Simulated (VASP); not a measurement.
Set up this calculation in VASP 6.6.1, as the native input.

```yaml
Task: single point
Functional: PBEsol
Potentials_or_basis: VASP PAW PBE potentials, release 64 (Mo_sv)
Cutoff: 520 eV
k_mesh: 24 × 24 × 14
Occupations: gaussian, width 0.15 eV
Spin: no spin polarisation
Dipole_correction: no
Further_INCAR_settings: ALGO = Fast; EDIFF = 1e-07; NBANDS = 21
```

The structure of Mo lies in POSCAR:

```
Mo
1.0
   -1.5646534271      1.5646534271      1.5646534271
    1.5646534271     -1.5646534271      1.5646534271
    3.1293068543      3.1293068543      0.0000000000
Mo
2
Direct
    0.0599174222      0.0599174222      0.0000000000
    0.4400825778      0.4400825778      0.5000000000
```

This cell differs from its parent crystal: atoms displaced along a vibrational mode.

These files were run (other wordings do the same):

INCAR

```
PREC     = Accurate       # precision mode
ENCUT    = 520            # plane-wave cutoff, eV
EDIFF    = 1E-7           # SCF threshold, eV
ISMEAR   = 0              # smearing method
SIGMA    = 0.15           # smearing width, eV
LREAL    = False          # projectors in reciprocal space
LASPH    = True           # aspherical terms in the spheres
NELM     = 60             # most SCF steps
ALGO     = Fast           # electronic algorithm
ISIF     = 2              # what is computed and relaxed
LWAVE    = False          # write WAVECAR
LCHARG   = False          # write CHGCAR
GGA      = PS             # functional
NBANDS   = 21             # bands
```

KPOINTS

```
Automatic mesh
0
Gamma
  24 24 14
```

Potentials or basis: VASP PAW PBE potentials, release 64 (Mo_sv).

Launch:

```sh
$ cat potpaw_PBE.64/Mo_sv/POTCAR > POTCAR
$ mpirun -np 1 vasp_std > vasp.out
```

It gave:

| Quantity | Value |
| --- | --- |
| Pressure | 6.1 GPa |
| Largest force | 1.969 eV/Å |
| Band gap on the k mesh | zero (bands 14 and 15 overlap by 2.82 eV) |

Caveat: the cell differs from its parent crystal (atoms displaced along a vibrational mode); the cell stands under pressure; the PAW data sets were made with another functional, which shifts forces and pressure a little.

Run time: 11 min on 1 thread of Oxide Virtual Turin-like Processor, on a shared host, peak memory 0.63 GiB.
